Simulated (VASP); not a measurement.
Ni3Pt:

```
Ni Pt
1.0
     3.62457    0.00000    0.00000
     0.00000    3.62457    0.00000
     0.00000    0.00000    3.62457
Ni Pt
3 1
Cartesian
  1.8123 0.0000 1.8123
  0.0000 1.8123 1.8123
  1.8123 1.8123 0.0000
  0.0000 0.0000 0.0000
```

Base run:

| Quantity | Value |
| --- | --- |
| Program | VASP 6.6.1 |
| Functional | LDA |
| Potentials or basis | VASP PAW LDA potentials, release 64 (Ni, Pt) |
| Cutoff | 520 eV |
| k mesh | 9 × 9 × 9 |
| Occupations | fermi-dirac, width 0.05 eV |
| Spin | collinear spin, ferromagnetic start |
| Starting moments | [0.797, 0.797, 0.797, 0.319] μB |
| Fixed moment | 2.71 μB |

Its results: pressure -10.5 GPa; site moments Ni +0.77; Pt +0.40 μB.

After a change of settings the same cell gave: pressure -9.9 GPa; site moments Ni +0.86; Pt +0.46 μB. Which change was it?
A. fixed moment from 2.71 μB to 1.92 μB; moments at the start from [0.8, 0.8, 0.8, 0.32] to [0.56, 0.56, 0.56, 0.22]
B. fixed moment from 2.71 μB to 3.05 μB; moments at the start from [0.8, 0.8, 0.8, 0.32] to [0.9, 0.9, 0.9, 0.36]
C. fixed moment from 2.71 μB to 2.49 μB; moments at the start from [0.8, 0.8, 0.8, 0.32] to [0.73, 0.73, 0.73, 0.29]

B.

Caveats: the cell stands under tension; the total moment is fixed, so each spin has its own Fermi level and the state may be an excited one.
